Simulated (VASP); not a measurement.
Crystal: ZnH4O3.

```
Zn H O
1.0
     3.03609    0.00000    0.00000
    -1.51804    2.62933    0.00000
     0.00000    0.00000    8.74572
Zn H O
1 4 3
Direct
  0.66667 0.33333 0.00000
  0.00000 0.00000 0.11500
  0.00000 0.00000 0.62566
  0.00000 0.00000 0.37434
  0.00000 0.00000 0.88500
  0.66667 0.33333 0.50000
  0.33333 0.66667 0.24789
  0.33333 0.66667 0.75211
```

The cell was built from a structure type or drawn by symmetry, and may not be a known phase.

| Quantity | Value |
| --- | --- |
| Program | VASP 6.6.1 |
| Task | relaxation of cell and atoms |
| Functional | PBE |
| Potentials or basis | VASP PAW PBE potentials, release 64 (Zn, H, O) |
| Cutoff | 600 eV |
| k mesh | 6 × 6 × 2 |
| Occupations | gaussian, width 0.1 eV |
| Spin | collinear spin, ferromagnetic start |
| Starting moments | [0.0, 0.0, 0.0, 0.0, 0.0, 1.0, 1.0, 1.0] μB |

At the start: pressure -20.9 GPa; volume 8.73 Å³/atom.

Q: How do energy, volume and symmetry change on relaxing?

A: Over 50 steps the energy falls by 1114.7 meV/atom and the volume is 7.33 Å³/atom (-16.0 %); space group P-6m2 (No. 187, to 0.1 Å) before and after; moment 0.00 μB per cell.

The path:
```tsv
step	energy change (eV)	largest force (eV/Å)	pressure (GPa)	volume (Å³)
1	0.0000	0.7089	-20.87	69.82
3	-2.2031	1.2122	-4.06	50.41
5	-2.2470	1.3866	1.32	48.20
7	-3.1056	2.3201	10.92	45.17
9	-0.4840	8.9659	89.10	38.29
11	-3.1875	2.9320	48.83	40.39
13	-3.9139	2.8998	31.11	42.18
15	-4.7697	2.2811	25.94	43.79
17	-6.3040	3.5368	-6.64	54.88
19	-6.5520	1.1803	-3.43	52.07
21	-7.9825	0.5335	-8.44	51.49
23	-8.3048	1.3626	-8.62	50.62
25	-8.5551	0.6563	3.19	47.90
27	-8.6927	0.4838	1.92	49.91
29	-8.7796	0.6284	-2.76	52.76
31	-8.8603	0.3638	1.42	53.95
33	-8.8876	0.1981	1.52	54.90
35	-8.9060	0.0832	-0.42	56.66
37	-8.9077	0.0804	-0.09	56.65
39	-8.9096	0.0473	0.49	56.70
41	-8.9100	0.1985	1.22	57.14
43	-8.9122	0.0767	0.67	57.14
45	-8.9139	0.1323	-1.14	58.98
47	-8.9164	0.0425	-0.25	58.46
49	-8.9170	0.0499	-0.16	58.67
50	-8.9175	0.0318	0.10	58.68
```

Final structure:
```
CELL_PARAMETERS angstrom
2.58402 0.00000 0.00000
-1.29201 2.23783 0.00000
0.00000 0.00000 10.14712
ATOMIC_POSITIONS crystal
Zn 0.66667 0.33333 0.00000
H 0.00000 0.00000 0.17509
H 0.00000 0.00000 0.55091
H 0.00000 0.00000 0.44909
H 0.00000 0.00000 0.82491
O 0.66667 0.33333 0.50000
O 0.33333 0.66667 0.14966
O 0.33333 0.66667 0.85034
```

Caveat: the volume moved by over 15 % at a fixed basis, so the end points are rough.
